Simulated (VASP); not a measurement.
Ca3SiS:

```
Ca Si S
1.0
     5.11428    0.00000    0.00000
     0.00000    5.11428    0.00000
     0.00000    0.00000    5.11428
Ca Si S
3 1 1
Direct
  0.00000 0.50000 0.50000
  0.50000 0.00000 0.50000
  0.50000 0.50000 0.00000
  0.50000 0.50000 0.50000
  0.00000 0.00000 0.00000
```

```yaml
Program: VASP 6.6.1
Task: relaxation of cell and atoms
Functional: PBE
Potentials_or_basis: VASP PAW PBE potentials, release 64 (Ca_sv, Si, S)
Cutoff: 500 eV
k_mesh: 4 × 4 × 4
Occupations: gaussian, width 0.1 eV
Spin: no spin polarisation
```

At the start: pressure 10.3 GPa; volume 26.75 Å³/atom.

Q: Where does the relaxation end?

A: Over 3 steps the energy falls by 183.5 meV/atom and the volume is 33.48 Å³/atom (+25.2 %); space group Pm-3m (No. 221, to 0.05 Å).

The path:
| step | energy change (eV) | largest force (eV/Å) | pressure (GPa) | volume (Å³) |
| --- | --- | --- | --- | --- |
| 1 | 0.0000 | 0.0000 | 10.31 | 133.77 |
| 2 | -0.9145 | 0.0000 | -0.41 | 169.94 |
| 3 | -0.9175 | 0.0000 | 0.04 | 167.42 |

Final structure:
```xyz
5
Lattice="5.5115 0.0000 0.0000 0.0000 5.5115 0.0000 0.0000 0.0000 5.5115" Properties=species:S:1:pos:R:3 pbc="T T T"
Ca    0.0000    2.7558    2.7558
Ca    2.7558    0.0000    2.7558
Ca    2.7558    2.7558    0.0000
Si    2.7558    2.7558    2.7558
S     0.0000    0.0000    0.0000
```

Caveat: the volume moved by over 15 % at a fixed basis, so the end points are rough.
